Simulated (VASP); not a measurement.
# Ni (Im-3m) in VASP: notebook

Ni is run at these levels: PBE; tasks: single point.

Everything below comes from runs of VASP 6.6.1. Logs are shortened: lines on timing, memory, paths and dates and some standing lists are left out, and cuts for length are marked.

### Step 1. The cell of the first run

The structure is cubic, space group Im-3m (No. 229). Conventional cell: a = 2.801 Å, b = 2.801 Å, c = 2.801 Å, α = 90.00°, β = 90.00°, γ = 90.00°. Ni (site symmetry m-3m) has 14 Ni at 2.43 to 2.80 Å within 3.2 Å.

### Step 2. Single point, PBE

INCAR reads:

```
SYSTEM = Ni
PREC     = Accurate       ! precision mode
ENCUT    = 520            ! plane-wave cutoff, eV
EDIFF    = 1E-6           ! SCF threshold, eV
ISMEAR   = 0              ! smearing method
SIGMA    = 0.05           ! smearing width, eV
LREAL    = .FALSE.        ! projectors in reciprocal space
LASPH    = .TRUE.         ! aspherical terms in the spheres
NELM     = 60             ! most SCF steps
ALGO     = Normal         ! electronic algorithm
ISIF     = 2              ! what is computed and relaxed
LWAVE    = .FALSE.        ! write WAVECAR
LCHARG   = .FALSE.        ! write CHGCAR
GGA      = PE             ! functional
NBANDS   = 11             ! bands
```

KPOINTS reads:

```
Automatic mesh
0
G
  20 20 20
  0 0 0
```

POSCAR reads:

```
Ni
1.0
   -1.4006336540      1.4006336540      1.4006336540
    1.4006336540     -1.4006336540      1.4006336540
    1.4006336540      1.4006336540     -1.4006336540
Ni
1
Direct
    0.0000000000      0.0000000000      0.0000000000
```

Potentials or basis: VASP PAW PBE potentials, release 64 (Ni).

Launch:

```bash
> cat potpaw_PBE.64/Ni/POTCAR > POTCAR
> mpirun -np 1 vasp_std > vasp.out
```

OUTCAR:

```text
SYSTEM = Ni
   PREC = Accurate
   ENCUT = 520
   EDIFF = 1E-6
   ISMEAR = 0
   LREAL = .FALSE.
   LASPH = .TRUE.
   NELM = 60
   ISIF = 2
   GGA = PE

 ion  position               nearest neighbor table
   1  0.000  0.000  0.000-

  LATTYP: Found a body centered cubic cell.
 ALAT       =     2.8012673080

  Lattice vectors:

 A1 = (  -1.4006336540,   1.4006336540,   1.4006336540)
 A2 = (   1.4006336540,  -1.4006336540,   1.4006336540)
 A3 = (   1.4006336540,   1.4006336540,  -1.4006336540)

Analysis of symmetry for initial positions (statically):
=====================================================================
 Subroutine PRICEL returns:
 Original cell was already a primitive cell.

 Routine SETGRP: Setting up the symmetry group for a
 body centered cubic supercell.

 Subroutine GETGRP returns: Found 48 space group operations
 (whereof 48 operations were pure point group operations)
 out of a pool of 48 trial point group operations.

The static configuration has the point symmetry O_h .

Analysis of symmetry for dynamics (positions and initial velocities):
=====================================================================
 Subroutine PRICEL returns:
 Original cell was already a primitive cell.

 Routine SETGRP: Setting up the symmetry group for a
 body centered cubic supercell.

 Subroutine GETGRP returns: Found 48 space group operations
 (whereof 48 operations were pure point group operations)
 out of a pool of 48 trial point group operations.

The dynamic configuration has the point symmetry O_h .

 Subroutine INISYM returns: Found 48 space group operations
 (whereof 48 operations are pure point group operations),
 and found     1 'primitive' translations

----------------------------------------------------------------------------------------

                                     Primitive cell

  volume of cell :      10.9909

  direct lattice vectors                    reciprocal lattice vectors
    -1.400633654  1.400633654  1.400633654     0.000000000  0.356981284  0.356981284
     1.400633654 -1.400633654  1.400633654     0.356981284  0.000000000  0.356981284
     1.400633654  1.400633654 -1.400633654     0.356981284  0.356981284  0.000000000

  length of vectors
     2.425968652  2.425968652  2.425968652     0.504847773  0.504847773  0.504847773

  position of ions in fractional coordinates (direct lattice)
     0.000000000  0.000000000  0.000000000

  ion indices of the primitive-cell ions
   primitive index   ion index
                 1           1

----------------------------------------------------------------------------------------

 KPOINTS: Automatic mesh

Automatic generation of k-mesh.
 Grid dimensions read from file:
 generate k-points for:   20   20   20

 Generating k-lattice:

  Cartesian coordinates                     Fractional coordinates (reciprocal lattice)
     0.000000000  0.017849064  0.017849064     0.050000000  0.000000000  0.000000000
     0.017849064  0.000000000  0.017849064     0.000000000  0.050000000  0.000000000
     0.017849064  0.017849064  0.000000000     0.000000000  0.000000000  0.050000000

  Length of vectors
     0.025242389  0.025242389  0.025242389

  Shift w.r.t. Gamma in fractional coordinates (k-lattice)
     0.000000000  0.000000000  0.000000000

 Subroutine IBZKPT returns following result:
 ===========================================

 Found    256 irreducible k-points:

 Following reciprocal coordinates:
            Coordinates               Weight
  0.000000  0.000000  0.000000      1.000000
  0.050000  0.000000  0.000000     12.000000
  0.100000  0.000000  0.000000     12.000000
  0.150000  0.000000  0.000000     12.000000
  0.200000  0.000000  0.000000     12.000000
  0.250000  0.000000  0.000000     12.000000
[... 16 lines left out ...]
  0.200000  0.100000  0.000000     48.000000
  0.250000  0.100000  0.000000     48.000000
 [... further k-points ...]
   k-points           NKPTS =    256   k-points in BZ     NKDIM =    256   number of bands    NBANDS=     11
   number of dos      NEDOS =    301   number of ions     NIONS =      1
   total plane-waves  NPLWV =   5832
   dimension x,y,z NGX =    18 NGY =   18 NGZ =   18
   dimension x,y,z NGXF=    36 NGYF=   36 NGZF=   36
   ions per type =               1
   NGX,Y,Z   is equivalent  to a cutoff of  12.33, 12.33, 12.33 a.u.
   NGXF,Y,Z  is equivalent  to a cutoff of  24.67, 24.67, 24.67 a.u.
 SYSTEM =  Ni
   PREC   = accura    normal or accurate (medium, high low for compatibility)
   ISTART =      0    job   : 0-new  1-cont  2-samecut
   ICHARG =      2    charge: 1-file 2-atom 10-const
   ISPIN  =      1    spin polarized calculation?
   LNONCOLLINEAR =      F non collinear calculations
   LSORBIT =      F    spin-orbit coupling
   LASPH  =      T    aspherical Exc in radial PAW
   ENCUT  =  520.0 eV  38.22 Ry    6.18 a.u.   4.51  4.51  4.51*2*pi/ulx,y,z
   NELM   =     60;   NELMIN=  2; NELMDL= -5     # of ELM steps
   EDIFF  = 0.1E-05   stopping-criterion for ELM
   LREAL  =      F    real-space projection
   EDIFFG = 0.1E-04   stopping-criterion for IOM
   NSW    =      0    number of steps for IOM
   IBRION =     -1    ionic relax: 0-MD 1-quasi-New 2-CG
   NFREE  =      0    steps in history (QN), initial steepest desc. (CG)
   ISIF   =      2    stress and relaxation
   ISYM   =      2    0-nonsym 1-usesym 2-fastsym
   POTIM  = 0.5000    time-step for ionic-motion
   TEBEG  =    0.0;   TEEND  =   0.0 temperature during run
   PSTRESS=    0.0 pullay stress
   NELECT =      10.0000    total number of electrons
   NUPDOWN=      -1.0000    fix difference up-down
   EMIN   =  10.00;   EMAX   =-10.00  energy-range for DOS
   EFERMI =   0.00;   METHOD = LEGACY
   ISMEAR =     0;   SIGMA  =   0.05  broadening in eV -4-tet -1-fermi 0-gaus
   EFERMI_NEDOS =   21; number of points for ismear=-14 and -15
   IALGO  =     38    algorithm
   IMIX   =      4    mixing-type and parameters
     AMIX     =   0.40;   BMIX     =  1.00
     AMIX_MAG =   1.60;   BMIX_MAG =  1.00
  volume/ion in A,a.u.               =      10.99        74.17
  Fermi-wavevector in a.u.,A,eV,Ry     =   1.586342  2.997753 34.238821  2.516482
  Thomas-Fermi vector in A             =   2.685668
   LORBIT       =      0    0 simple, 1 ext, 2 COOP (PROOUT), +10 PAW based schemes
   GGA     = PE    functional components
   LHFCALC =     F    Hartree Fock is set to
   AEXX    =    0.0000 exact exchange contribution
   IVDW    =     0    specifies the selected vdW correction
   LEPSILON=     F    determine dielectric tensor
   LRPA    =     F    only Hartree local field effects (RPA)
 non-spin polarized calculation
 Gauss-broadening in eV      SIGMA  =   0.05
  energy-cutoff  :      520.00
  volume of cell :       10.99
 maximum number of plane-waves:       321
   NGX =  9   NGY =  9   NGZ =  9

 number of electron      10.0000000 magnetization

 number of electron       9.9999984 magnetization

 Free energy of the ion-electron system (eV)
  ---------------------------------------------------
  ext. energy  EPLUGINS =         0.00000000
  ---------------------------------------------------
  free energy    TOTEN  =        -5.36183341 eV

  energy without entropy =       -5.35973985  energy(sigma->0) =       -5.36078663

 E-fermi :   9.0086     XC(G=0): -13.1913

 val. band max:        9.0050596813   @ k =  -0.4000  -0.4500   0.1500
 cond. band min:       9.0150385302   @ k =  -0.2000   0.3500   0.0500
 fundamental gap:      0.0099788489
 Fermi energy:         9.0085910768

 k-point     1 :       0.0000    0.0000    0.0000
  band No.  band energies     occupation
      1       0.2823      2.00000
      2       7.1665      2.00000
      3       7.1665      2.00000
      4       7.1665      2.00000
      5       8.4753      2.00000
      6       8.4753      2.00000
      7      35.4090      0.00000
      8      35.4090      0.00000
      9      35.4090      0.00000
     10      40.2530      0.00000
     11      40.2530      0.00000

 k-point     2 :       0.0500    0.0000    0.0000
  band No.  band energies     occupation
      1       0.3852      2.00000
      2       7.1425      2.00000
      3       7.1647      2.00000
      4       7.2135      2.00000
      5       8.4507      2.00000
      6       8.4771      2.00000
      7      34.5266      0.00000
      8      35.2166      0.00000
      9      35.2649      0.00000
     10      39.3089      0.00000
     11      39.5961      0.00000

 k-point     3 :       0.1000    0.0000    0.0000
  band No.  band energies     occupation
      1       0.6907      2.00000
      2       7.0732      2.00000
      3       7.1545      2.00000
      4       7.3518      2.00000
      5       8.3882      2.00000
      6       8.4830      2.00000
      7      32.4666      0.00000
      8      34.5304      0.00000
      9      34.9070      0.00000
     10      37.7979      0.00000
     11      38.4095      0.00000

 k-point     4 :       0.1500    0.0000    0.0000
  band No.  band energies     occupation
      1       1.1873      2.00000
      2       6.9664      2.00000
      3       7.1249      2.00000
      4       7.5725      2.00000
      5       8.3175      2.00000
      6       8.4938      2.00000
      7      29.9572      0.00000
      8      33.4230      0.00000
      9      34.4677      0.00000
     10      36.0331      0.00000
     11      37.5783      0.00000
[... 239 lines left out ...]
 k-point    22 :       0.1500    0.1000    0.0000
  band No.  band energies     occupation
      1       2.1309      2.00000
      2       6.8410      2.00000
      3       6.9407      2.00000
      4       8.0424      2.00000
      5       8.2116      2.00000
      6       8.5585      2.00000
      7      27.4630      0.00000
      8      29.3157      0.00000
      9      32.9828      0.00000
     10      35.3992      0.00000
     11      38.6387      0.00000

 k-point    23 :       0.2000    0.1000    0.0000
  band No.  band energies     occupation
      1       2.9018      2.00000
      2       6.6985      2.00000
      3       6.8770      2.00000
      4       8.2045      2.00000
      5       8.4013      2.00000
      6       8.6039      2.00000
      7      24.9372      0.00000
      8      28.2461      0.00000
      9      31.7275      0.00000
     10      35.1217      0.00000
     11      38.9972      0.00000

 k-point    24 :       0.2500    0.1000    0.0000
  band No.  band energies     occupation
      1       3.7004      2.00000
      2       6.5575      2.00000
      3       6.8904      2.00000
      4       8.2439      2.00000
      5       8.6047      2.00000
      6       8.8500      1.99999
      7      22.4601      0.00000
      8      27.3557      0.00000
      9      30.6373      0.00000
     10      34.8349      0.00000
     11      38.9630      0.00000

 [... further k-points ...]
[... 5 lines left out ...]
  --------------------------------------------------------------------------------------
  -------------------------------------------------------------------------------------
  Total       -0.1385278     -0.1385278     -0.1385278     -0.0000000     -0.0000000      0.0000000
  in kB      -20.1935990    -20.1935990    -20.1935990     -0.0000000     -0.0000000      0.0000000
  external PRESSURE =     -20.1935990 kB  Pullay stress =       0.0000000 kB

 VOLUME and BASIS-vectors are now :
 -----------------------------------------------------------------------------
  energy-cutoff  :      520.00
  volume of cell :       10.99
      direct lattice vectors                 reciprocal lattice vectors
    -1.400633654  1.400633654  1.400633654     0.000000000  0.356981284  0.356981284
     1.400633654 -1.400633654  1.400633654     0.356981284  0.000000000  0.356981284
     1.400633654  1.400633654 -1.400633654     0.356981284  0.356981284  0.000000000

 POSITION                                       TOTAL-FORCE (eV/Angst)
 -----------------------------------------------------------------------------------
      0.00000      0.00000      0.00000        -0.000000     -0.000000      0.000000
 -----------------------------------------------------------------------------------
    total drift:                                0.000000      0.000000      0.000000

  FREE ENERGIE OF THE ION-ELECTRON SYSTEM (eV)
  ---------------------------------------------------
  free  energy   TOTEN  =        -5.3618334053 eV

  energy  without entropy=       -5.3597398452  energy(sigma->0) =       -5.36078663
```

Wall time 12 s (1 thread of Intel Xeon 6975P-C (Granite Rapids), shared host); peak memory 0.14 GiB.

Results:

| Property | Result |
| --- | --- |
| Free energy | -5.3618 eV |
| Pressure | -2.0 GPa |
| Band gap on the k mesh | zero (band 5 reaches 9.41 eV, above the bottom of band 6 at 8.42 eV) |

Levels at points of the mesh, in eV from the Fermi level:
| k point | band 1 | band 2 | band 3 | band 4 | band 5 | band 6 | band 7 | band 8 | band 9 | band 10 |
| --- | --- | --- | --- | --- | --- | --- | --- | --- | --- | --- |
| (0.00, 0.00, 0.00) | -8.73 | -1.84 | -1.84 | -1.84 | -0.53 | -0.53 | 26.40 | 26.40 | 26.40 | 31.24 |
| (0.50, 0.00, 0.00) | -4.27 | -2.77 | -0.58 | -0.38 | 0.37 | 0.41 | 6.67 | 19.09 | 20.04 | 23.80 |
| (0.50, 0.50, 0.50) | -3.85 | -3.85 | 0.18 | 0.18 | 0.18 | 9.83 | 9.83 | 9.83 | 15.72 | 15.72 |

Caveat: the run has no spin polarisation, though such a crystal can be magnetic. Spin polarisation is off, so any magnetic state and its effect on volume and gap are missing.

(Continued in part 2 of 2.)
